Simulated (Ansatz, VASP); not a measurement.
**One calculation of Ta2AlN2, two programs**

The input INCAR:

```
PREC = Accurate
ENCUT = 520
EDIFF = 1E-6
ISMEAR = 0
SIGMA = 0.1
LREAL = False
LASPH = True
NELM = 80
ALGO = Normal
ISIF = 2
LWAVE = False
LCHARG = False
GGA = PE
NBANDS = 26
```

The input KPOINTS:

```
regular mesh
0
Gamma
  6 6 4
```

The input POSCAR:

```
Ta2AlN2
1.0
    3.9283463400      0.0000000000      0.0000000000
   -1.9641731700      3.4020477200      0.0000000000
    0.0000000000      0.0000000000      5.8418157400
Ta Al N
2 1 2
Direct
    0.3333333300      0.6666666700      0.5000000000
    0.6666666700      0.3333333300      0.5000000000
    0.0000000000      0.0000000000      0.0000000000
    0.3333333300      0.6666666700      0.0000000000
    0.6666666700      0.3333333300      0.0000000000
```

Input for Ansatz:

```yaml
crystal:
  lattice:
    - [3.92834634, 0.0, 0.0]
    - [-1.96417317, 3.40204772, 0.0]
    - [0.0, 0.0, 5.84181574]
  atoms:
    - { symbol: Ta, position: [0.33333333, 0.66666667, 0.5] }
    - { symbol: Ta, position: [0.66666667, 0.33333333, 0.5] }
    - { symbol: Al, position: [0.0, 0.0, 0.0] }
    - { symbol: "N", position: [0.33333333, 0.66666667, 0.0] }
    - { symbol: "N", position: [0.66666667, 0.33333333, 0.0] }
basis:
  ecutwfc: 420
kpoints:
  mp_grid: { grid: [6, 6, 4] }
hamiltonian:
  xc: pbe
scf:
  occupations: { method: gaussian, width: 0.1 }
  lower_state_search: "off"
output:
  forces: true
  stress: true
  eigenvalues: true
```

Alike in both runs: task single point; functional PBE; k mesh 6 × 6 × 4; occupations gaussian, width 0.1 eV; no spin polarisation.

```csv
,VASP,Ansatz
version,VASP 6.6.1,Ansatz 0.2.0
potentials or method,"VASP PAW PBE potentials, release 64 (Ta_pv, Al, N), cutoff 520 eV","scalar-relativistic, plane waves, PAW"
valence electrons in the cell,35,39
```

```tsv
	VASP	Ansatz	Ansatz less VASP
gap on the k mesh at the Fermi level (eV)	none	none	-
pressure (GPa)	9.5	9.0	-0.49
traceless stress, the component that is largest in VASP (GPa)	-41.03	-40.55	+0.483
```

A gap of «none» marks a metal or a gap that the smearing closes. With one functional, cell and mesh, what is left measures potentials, basis and numerics. VASP's potentials hold 35 valence electrons a cell and Ansatz's 39, so a difference there can come from the potentials and not from the codes.

Spin-orbit coupling is off throughout.
